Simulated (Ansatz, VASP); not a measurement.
**Na2Al2O: VASP beside Ansatz**

```xyz
5
Lattice="4.0015 0.0000 0.0000 -2.0007 3.4654 0.0000 0.0000 0.0000 6.3133" Properties=species:S:1:pos:R:3 pbc="T T T"
Na    2.0007    1.1551    2.2505
Na    0.0000    2.3102    4.0628
Al    2.0007    1.1551    4.6679
Al    0.0000    2.3102    1.6454
O     0.0000    0.0000    0.0000
```

Change from the starting cell: species swapped into the TbAl2Ge2 type (P-3m1, No. 164).

Alike in both runs: task single point; functional PBE; k mesh 6 × 6 × 4; occupations gaussian, width 0.1 eV; no spin polarisation.

|  | VASP | Ansatz |
| --- | --- | --- |
| version | VASP 6.6.1 | Ansatz 0.2.0 |
| potentials or method | VASP PAW PBE potentials, release 64 (Na_pv, Al, O), cutoff 520 eV | scalar-relativistic, plane waves, PAW |
| valence electrons in the cell | 26 | 30 |

```csv
,VASP,Ansatz,Ansatz less VASP
gap on the k mesh at the Fermi level (eV),none,none,-
pressure (GPa),16.9,16.9,-0.09
"traceless stress, the component that is largest in VASP (GPa)",-3.60,-3.60,+0.003
rms of the force components (eV/Å),1.833,1.826,-0.0066
```

Atom by atom the forces differ by 0.007 eV/Å (rms over components). A gap of «none» marks a metal or a gap that the smearing closes. VASP's potentials hold 26 valence electrons a cell and Ansatz's 30, so a difference there can come from the potentials and not from the codes.
